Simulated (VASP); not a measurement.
Runs of VASP 6.6.1 on Pd. The structure is that of space group Im-3m (No. 229), or close to it. The cells are those of the table. This isn't the form of Pd at room conditions, which is fcc.

```tsv
level	potentials or basis	cell	k mesh	cutoff (eV)	grid for exact exchange (PRECFOCK)	share of exact exchange	gap on the mesh (eV)	pressure (GPa)
r2SCAN	VASP PAW PBE potentials, release 64 (Pd_sv_GW)	a = 2.741 Å, angles 109.5°, 1 atom	12 × 12 × 12	690	-	-	none	(b)
PBE0	VASP PAW PBE potentials, release 64 (Pd_sv_GW)	a = 2.723 Å, angles 109.5°, 1 atom	6 × 6 × 6	470	Normal	0.25	none	-10.8
PBE0	VASP PAW PBE potentials, release 64 (Pd_sv_GW)	a = 2.668 Å, angles 109.5°, 1 atom	6 × 6 × 6	470	Normal	0.25	none	(a)
PBEsol-based global hybrid with 25 % exact exchange	VASP PAW PBE potentials, release 64 (Pd_sv_GW)	a = 2.723 Å, angles 109.5°, 1 atom	6 × 6 × 6	470	Normal	0.25	none	-16.8
PBEsol	VASP PAW PBE potentials, release 64 (Pd)	a = 2.651 Å, angles 110.6, 110.6, 107.3°, 1 atom	12 × 12 × 12	500	-	-	none	4.4
```

Alike in all rows: task single point; no spin polarisation; smearing fermi-dirac 0.05 eV.

Estimate the missing entries.

(a) -0.4; (b) -8.3.

Caveats: some runs use coarse meshes; the PAW data sets were made with another functional, which shifts forces and pressure a little; the cell stands under tension (at least some runs); the cell stands under pressure (at least some runs).

A k mesh can miss the band edges, and the runs leave out spin-orbit coupling on Pd.

A gap of «none» marks levels without a gap at the run's occupations.

The runs don't all hold the same shells in valence.
